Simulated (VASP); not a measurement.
Here is a VASP 6.6.1 calculation.

Contents of POSCAR:

```
WS
1.0
    3.1810953945      0.0000000000      0.0000000000
   -1.5905476972      2.7549094235      0.0000000000
    0.0000000000      0.0000000000     31.9507399470
W S
2 2
Direct
    0.3333333333      0.6666666667      0.2347363477
    0.3333333333      0.6666666667      0.7652636523
    0.6666666667      0.3333333333      0.2835329282
    0.6666666667      0.3333333333      0.7164670718
```

Contents of INCAR.step1:

```
SYSTEM = WS
  PREC = Accurate
  ENCUT = 520
  ISMEAR = 0
  SIGMA = 0.05
  LREAL = .False.
  LASPH = .True.
  NELM = 80
  LDIPOL = .True.
  IDIPOL = 3
  DIPOL = 0.5 0.5 0.500
  NBANDS = 28
  GGA = PE
  ALGO = Normal
  EDIFF = 1E-4
  LWAVE = .True.
  LCHARG = .False.
```

File INCAR.step2:

```
SYSTEM = WS
  PREC = Accurate
  ENCUT = 520
  EDIFF = 1E-7
  ISMEAR = 0
  SIGMA = 0.05
  LREAL = .False.
  LASPH = .True.
  NELM = 80
  ALGO = Normal
  ISIF = 2
  LWAVE = .False.
  LCHARG = .False.
  LDIPOL = .True.
  IDIPOL = 3
  DIPOL = 0.5 0.5 0.500
  METAGGA = R2SCAN
  LMIXTAU = .True.
  NBANDS = 28
  ISTART = 1
```

KPOINTS

```
Automatic mesh
0
Gamma
  9 9 1
  0 0 0
```

Potentials or basis: VASP PAW PBE potentials, release 64 (W_sv, S).

The run is started by

```console
$ cat potpaw_PBE.64/W_sv/POTCAR potpaw_PBE.64/S/POTCAR > POTCAR
$ cp INCAR.step1 INCAR
$ mpirun -np 1 vasp_std > vasp.out
$ cp INCAR.step2 INCAR
$ mpirun -np 1 vasp_std > vasp.out
```

Problem. What does it give for the band gap on the k mesh?

Solution. 0.60 eV, indirect (least direct gap 0.93 eV).

Problem. Estimate the largest force.

Solution. 0.752 eV/Å.

Forces on the atoms (eV/Å):
```
W    0.000  0.000  0.751
W    0.000  0.000 -0.751
S    0.000  0.000 -0.752
S    0.000  0.000  0.752
```

Caveat: the PAW data sets were made with another functional, which shifts forces and pressure a little; spin-orbit coupling is left out, which moves the levels of the heavy elements.
